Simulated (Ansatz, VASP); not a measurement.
# Two plane-wave programs on PbO

```
Pb O
1.0
     4.05472    0.00000    0.00000
     0.00000    4.05472    0.00000
     0.00000    0.00000    5.04816
Pb O
2 2
Direct
  0.00000 0.50000 0.26326
  0.50000 0.00000 0.73674
  0.00000 0.00000 0.00000
  0.50000 0.50000 0.00000
```

Alike in both runs: task single point; functional PBE; k mesh 8 × 8 × 6; occupations gaussian, width 0.02 eV; no spin polarisation.

|  | VASP | Ansatz |
| --- | --- | --- |
| version | VASP 6.6.1 | Ansatz 0.2.0 |
| potentials or method | VASP PAW PBE potentials, release 64 (Pb_d, O), cutoff 600 eV | scalar-relativistic, plane waves, PAW |
| valence electrons in the cell | 40 | 40 |

Ansatz gave:

| Quantity | Value |
| --- | --- |
| gap on the k mesh at the Fermi level (eV) | 0.68 |
| least direct gap on the mesh (eV) | 1.03 |
| pressure (GPa) | -4.9 |
| traceless stress, the component that is largest in VASP (GPa) | -3.12 |
| rms of the force components (eV/Å) | 0.853 |

Problem. What did VASP give for the same quantities?

Solution. gap on the k mesh at the Fermi level (eV): 0.69; least direct gap on the mesh (eV): 1.03; pressure (GPa): -4.9; traceless stress, the component that is largest in VASP (GPa): -3.13; rms of the force components (eV/Å): 0.845.

Atom by atom the forces differ by 0.008 eV/Å (rms over components). With one functional, cell and mesh, what is left measures potentials, basis and numerics.

Neither program's run includes spin-orbit coupling.
